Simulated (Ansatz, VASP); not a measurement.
## Nb2SiB2 in VASP and in Ansatz

```
CELL_PARAMETERS angstrom
4.29674 0.00000 0.00000
-2.14837 3.72108 0.00000
0.00000 0.00000 4.56225
ATOMIC_POSITIONS crystal
Nb 0.33333 0.66667 0.50000
Nb 0.66667 0.33333 0.50000
Si 0.00000 0.00000 0.00000
B 0.33333 0.66667 0.00000
B 0.66667 0.33333 0.00000
```

Alike in both runs: functional PBE; k mesh 12 × 12 × 8; occupations gaussian, width 0.1 eV; no spin polarisation.

Ansatz relaxed the structure, and its values are those at the end. VASP's run is a single point on that final structure, the one shown.

```csv
,VASP,Ansatz
version,VASP 6.6.1,Ansatz 0.2.0
potentials or method,"VASP PAW PBE potentials, release 64 (Nb_sv, Si, B), cutoff 520 eV","scalar-relativistic, plane waves, PAW"
valence electrons in the cell,36,36
```

Ansatz gave:

| Item | Value |
| --- | --- |
| gap on the k mesh at the Fermi level (eV) | none |
| pressure (GPa) | 0.0 |

Question: Estimate VASP's values.

Answer: gap on the k mesh at the Fermi level (eV): none; pressure (GPa): -0.1.

A gap of «none» marks a metal or a gap that the smearing closes. With one functional, cell and mesh, what is left measures potentials, basis and numerics.
